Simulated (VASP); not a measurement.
A run of VASP 6.6.1 is set up as follows.

The input POSCAR:

```
Ge
1.0
    0.0000000000      2.7831366976      2.9222935325
    2.7831366976      0.0000000000      2.9222935325
    2.7831366976      2.7831366976      0.0000000000
Ge
2
Direct
    0.5000000000      0.5000000000      0.5000000000
    0.7500000000      0.7500000000      0.7500000000
```

Contents of INCAR.step1:

```
PREC     = Accurate       # precision mode
ENCUT    = 520            # plane-wave cutoff, eV
ISMEAR   = 0              # smearing method
SIGMA    = 0.05           # smearing width, eV
LREAL    = False          # projectors in reciprocal space
LASPH    = True           # aspherical terms in the spheres
NELM     = 100            # most SCF steps
NBANDS   = 21             # bands
GGA      = PE             # functional
ALGO     = Normal         # electronic algorithm
EDIFF    = 1E-4           # SCF threshold, eV
LWAVE    = True           # write WAVECAR
LCHARG   = False          # write CHGCAR
```

File INCAR.step2:

```
PREC     = Accurate       # precision mode
ENCUT    = 520            # plane-wave cutoff, eV
EDIFF    = 1E-7           # SCF threshold, eV
ISMEAR   = 0              # smearing method
SIGMA    = 0.05           # smearing width, eV
LREAL    = False          # projectors in reciprocal space
LASPH    = True           # aspherical terms in the spheres
NELM     = 100            # most SCF steps
ALGO     = Normal         # electronic algorithm
ISIF     = 2              # what is computed and relaxed
LWAVE    = False          # write WAVECAR
LCHARG   = True           # write CHGCAR
METAGGA  = R2SCAN         # meta-GGA
LMIXTAU  = True         
LELF     = True           # ELF
LVHAR    = True         
NBANDS   = 21             # bands
ISTART   = 1
```

Contents of KPOINTS:

```
Automatic mesh
0
Gamma
  12 12 12
```

Potentials or basis: VASP PAW PBE potentials, release 64 (Ge_d).

Run with:

```sh
$ cat potpaw_PBE.64/Ge_d/POTCAR > POTCAR
$ cp INCAR.step1 INCAR
$ mpirun -np 1 vasp_std > vasp.out
$ cp INCAR.step2 INCAR
$ mpirun -np 1 vasp_std > vasp.out
```

Q: Estimate the band gap on the k mesh.

A: 0.24 eV, direct.

Q: Estimate the pressure.

A: 0.7 GPa.

Stress tensor (GPa, compression positive):
```
 2.18  0.00  0.00
 0.00  2.18  0.00
 0.00  0.00 -2.17
```

Caveat: the PAW data sets were made with another functional, which shifts forces and pressure a little. A k mesh can miss the band edges.
